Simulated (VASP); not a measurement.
Set up this calculation in VASP 6.6.1, as the native input.

```
Task                   : single point
Functional             : PBE
Potentials or basis    : VASP PAW PBE potentials, release 64 (Ti_sv)
Cutoff                 : 520 eV
k mesh                 : 18 × 18 × 10
Occupations            : gaussian, width 0.15 eV
Spin                   : no spin polarisation
Dipole correction      : no
Further INCAR settings : ALGO = Normal; EDIFF = 1e-07; NBANDS = 19
```

The structure of Ti lies in POSCAR:

```
Ti
1.0
    2.7139980316      0.0000000000      0.0000000000
   -1.3569990158      2.3503912412      0.0000000000
    0.0000000000      0.0000000000      4.4985600000
Ti
2
Direct
    0.3333333333      0.6666666667      0.2500000000
    0.6666666667      0.3333333333      0.7500000000
```

This cell differs from its parent crystal: strain -0.080 along x and y, -0.040 along z.

One way to write it, as run:

INCAR

```
SYSTEM = Ti
  PREC = Accurate
  ENCUT = 520
  EDIFF = 1E-7
  ISMEAR = 0
  SIGMA = 0.15
  LREAL = .False.
  LASPH = .True.
  NELM = 100
  ALGO = Normal
  ISIF = 2
  LWAVE = .False.
  LCHARG = .True.
  GGA = PE
  LELF = .True.
  LVHAR = .True.
  NBANDS = 19
```

KPOINTS

```
Automatic mesh
0
Gamma
  18 18 10
  0 0 0
```

Potentials or basis: VASP PAW PBE potentials, release 64 (Ti_sv).

Run with:

```sh
$ cat potpaw_PBE.64/Ti_sv/POTCAR > POTCAR
$ mpirun -np 1 vasp_std > vasp.out
```

It gave:

```json
{
 "Pressure": "29.0 GPa",
 "Band gap on the k mesh": "zero (bands 12 and 13 overlap by 1.26 eV)"
}
```

Caveat: the cell differs from its parent crystal (strain -0.080 along x and y, -0.040 along z); the stress differs along the axes, from 25 to 31 GPa.

Wall time 73 s on 1 thread of Intel(R) Xeon(R) Platinum 8488C (Sapphire Rapids) (shared host), peak memory 0.21 GiB.
